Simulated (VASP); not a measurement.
Set up this calculation in VASP 6.6.1, as the native input.

* Task: single point
* Functional: PBE
* Potentials or basis: VASP PAW PBE potentials, release 64 (C)
* Cutoff: 520 eV
* k mesh: 8 × 8 × 8
* Occupations: gaussian, width 0.1 eV
* Spin: no spin polarisation
* Dipole correction: no
* Further INCAR settings: ALGO = Normal; EDIFF = 1e-06; NBANDS = 16

The structure of C lies in POSCAR:

```
C
1.0
   -1.4461555100      1.4461555100      2.9533589800
    1.4461555100     -1.4461555100      2.9533589800
    1.4461555100      1.4461555100     -2.9533589800
C
4
Direct
    0.3118297000      0.8118297000      0.1236594100
    0.6881703000      0.1881703000      0.8763405900
    0.8118297000      0.6881703000      0.5000000000
    0.1881703000      0.3118297000      0.5000000000
```

The cell was built from a structure type or drawn by symmetry, and may not be a known phase.

The input as run:

INCAR

```
PREC     = Accurate       # precision mode
ENCUT    = 520            # plane-wave cutoff, eV
EDIFF    = 1E-6           # SCF threshold, eV
ISMEAR   = 0              # smearing method
SIGMA    = 0.1            # smearing width, eV
LREAL    = F              # projectors in reciprocal space
LASPH    = T              # aspherical terms in the spheres
NELM     = 80             # most SCF steps
ALGO     = Normal         # electronic algorithm
ISIF     = 2              # what is computed and relaxed
LWAVE    = F              # write WAVECAR
LCHARG   = T              # write CHGCAR
GGA      = PE             # functional
LELF     = T              # ELF
LVHAR    = T            
NBANDS   = 16             # bands
```

KPOINTS

```
regular mesh
0
Gamma
  8 8 8
```

Potentials or basis: VASP PAW PBE potentials, release 64 (C).

The run is started by

```sh
$ cat potpaw_PBE.64/C/POTCAR > POTCAR
$ mpirun -np 1 vasp_std > vasp.out
```

It gave:

```json
{
 "Pressure": "112.0 GPa",
 "Largest force": "3.223 eV/Å",
 "Band gap on the k mesh": "zero (bands 8 and 9 overlap by 1.43 eV)"
}
```

Caveat: the cell stands under pressure; forces of over 1 eV/Å act on the atoms, so gaps and moduli don't describe the material at rest.

Run time: 13 s on 1 thread of Intel(R) Xeon(R) 6975P-C (Granite Rapids), with other jobs on the host, peak memory 0.15 GiB.
